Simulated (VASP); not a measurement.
A run of VASP 6.6.1 is set up as follows.

Contents of INCAR:

```
PREC     = Accurate       # precision mode
ENCUT    = 520            # plane-wave cutoff, eV
EDIFF    = 1E-6           # SCF threshold, eV
ISMEAR   = -1             # smearing method
SIGMA    = 0.1            # smearing width, eV
LREAL    = False          # projectors in reciprocal space
LASPH    = True           # aspherical terms in the spheres
NELM     = 80             # most SCF steps
ALGO     = Normal         # electronic algorithm
ISIF     = 2              # what is computed and relaxed
LWAVE    = False          # write WAVECAR
LCHARG   = True           # write CHGCAR
GGA      = B5             # functional
ALDAX    = 1.0          
AGGAX    = 1.0          
AGGAC    = 1.0          
ALDAC    = 0.0          
LELF     = True           # ELF
LVHAR    = True         
NBANDS   = 11             # bands
```

Contents of KPOINTS:

```
Automatic mesh
0
Gamma
  15 15 15
```

Contents of POSCAR:

```
Pd
1.0
   -1.6249165658      1.6249165658      1.6249165658
    1.6249165658     -1.6249165658      1.6249165658
    1.6249165658      1.6249165658     -1.6249165658
Pd
1
Direct
    0.0000000000      0.0000000000      0.0000000000
```

Potentials or basis: VASP PAW PBE potentials, release 64 (Pd).

Command:

```bash
$ cat potpaw_PBE.64/Pd/POTCAR > POTCAR
$ mpirun -np 1 vasp_std > vasp.out
```

(1) What does it give for the band gap on the k mesh?

(2) Estimate the pressure.

Answers

(1) zero (band 5 reaches 8.35 eV, above the bottom of band 6 at 7.08 eV).

(2) -4.4 GPa.

Caveat: the PAW data sets were made with another functional, which shifts forces and pressure a little.
